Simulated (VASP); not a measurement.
Wanted: the native input for a VASP 6.6.1 run.

| Property | Result |
| --- | --- |
| Task | single point |
| Functional | r2SCAN |
| Dispersion | rVV10 |
| Potentials or basis | VASP PAW PBE potentials, release 64 (Li_sv, S) |
| Cutoff | 830 eV |
| k mesh | 8 × 8 × 8 |
| Occupations | gaussian, width 0.05 eV |
| Spin | no spin polarisation |
| Dipole correction | no |
| Further INCAR settings | ALGO = Normal; EDIFF = 1e-06; NBANDS = 13 |

The system is Li2S.

```
Li S
1.0
     0.00000    2.81727    2.81727
     2.81727    0.00000    2.81727
     2.81727    2.81727    0.00000
Li S
2 1
Direct
  0.25000 0.25000 0.25000
  0.75000 0.75000 0.75000
  0.00000 0.00000 0.00000
```

This cell differs from its parent crystal: volume scaled by 0.98.

The input as run:

POSCAR

```
Li2S
1.0
    0.0000000000      2.8172664311      2.8172664311
    2.8172664311      0.0000000000      2.8172664311
    2.8172664311      2.8172664311      0.0000000000
Li S
2 1
Direct
    0.2500000000      0.2500000000      0.2500000000
    0.7500000000      0.7500000000      0.7500000000
    0.0000000000      0.0000000000      0.0000000000
```

INCAR.step1

```
SYSTEM = Li2S
  PREC = Accurate
  ENCUT = 830
  ISMEAR = 0
  SIGMA = 0.05
  LREAL = .FALSE.
  LASPH = .TRUE.
  NELM = 120
  NBANDS = 13
  GGA = PE
  ALGO = Normal
  EDIFF = 1E-5
  LWAVE = .TRUE.
  LCHARG = .FALSE.
  GGA_COMPAT = .FALSE.
```

INCAR.step2

```
SYSTEM = Li2S
  PREC = Accurate
  ENCUT = 830
  EDIFF = 1E-6
  ISMEAR = 0
  SIGMA = 0.05
  LREAL = .FALSE.
  LASPH = .TRUE.
  NELM = 120
  ALGO = Normal
  ISIF = 2
  LWAVE = .FALSE.
  LCHARG = .TRUE.
  METAGGA = R2SCAN
  LMIXTAU = .TRUE.
  LUSE_VDW = .TRUE.
  IVDW_NL = 2
  BPARAM = 11.95
  CPARAM = 0.0093
  LELF = .TRUE.
  LVHAR = .TRUE.
  NBANDS = 13
  ISTART = 1
  GGA_COMPAT = .FALSE.
```

KPOINTS

```
Automatic mesh
0
G
  8 8 8
  0 0 0
```

Potentials or basis: VASP PAW PBE potentials, release 64 (Li_sv, S).

Launch:

```console
$ cat potpaw_PBE.64/Li_sv/POTCAR potpaw_PBE.64/S/POTCAR > POTCAR
$ cp INCAR.step1 INCAR
$ mpirun -np 1 vasp_std > vasp.out
$ cp INCAR.step2 INCAR
$ mpirun -np 1 vasp_std > vasp.out
```

It gave:

| Quantity | Value |
| --- | --- |
| Pressure | 0.7 GPa |
| Band gap on the k mesh | 3.77 eV, indirect (least direct gap 5.14 eV) |

Caveat: the PAW data sets were made with another functional, which shifts forces and pressure a little.

Run time: 2.8 min on 1 thread of Intel(R) Xeon(R) 6975P-C (Granite Rapids) (shared host), peak memory 0.49 GiB.
